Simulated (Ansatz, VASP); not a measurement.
**One calculation of HfO2, two programs**

```
CELL_PARAMETERS angstrom
4.83820 0.00000 0.00000
0.00000 4.83820 0.00000
0.00000 0.00000 3.22035
ATOMIC_POSITIONS crystal
Hf 0.00000 0.00000 0.01553
Hf 0.50000 0.50000 0.50000
O 0.19492 0.80508 0.50000
O 0.30508 0.30508 0.00000
O 0.69492 0.69492 0.00000
O 0.80508 0.19492 0.50000
```

Alike in both runs: task single point; functional r2SCAN; k mesh 6 × 6 × 8; occupations gaussian, width 0.05 eV; no spin polarisation.

|  | VASP | Ansatz |
| --- | --- | --- |
| version | VASP 6.6.1 | Ansatz 0.2.0 |
| potentials or method | VASP PAW PBE potentials, release 64 (Hf_pv, O), cutoff 520 eV | scalar-relativistic, plane waves, PAW |
| valence electrons in the cell | 44 | 76 |

Ansatz gave:

```
gap on the k mesh at the Fermi level (eV)                     : 4.55
least direct gap on the mesh (eV)                             : 4.55
pressure (GPa)                                                : 0.2
traceless stress, the component that is largest in VASP (GPa) : 0.09
rms of the force components (eV/Å)                            : 0.115
```

Question: Which values does VASP return?

Answer: gap on the k mesh at the Fermi level (eV): 4.49; least direct gap on the mesh (eV): 4.49; pressure (GPa): -3.0; traceless stress, the component that is largest in VASP (GPa): -0.47; rms of the force components (eV/Å): 0.111.

VASP's potentials were made for PBE, not for r2SCAN. Atom by atom the forces differ by 0.025 eV/Å (rms over components). With one functional, cell and mesh, what is left measures potentials, basis and numerics. VASP's potentials hold 44 valence electrons a cell and Ansatz's 76, so a difference there can come from the potentials and not from the codes.

Neither program's run includes spin-orbit coupling.
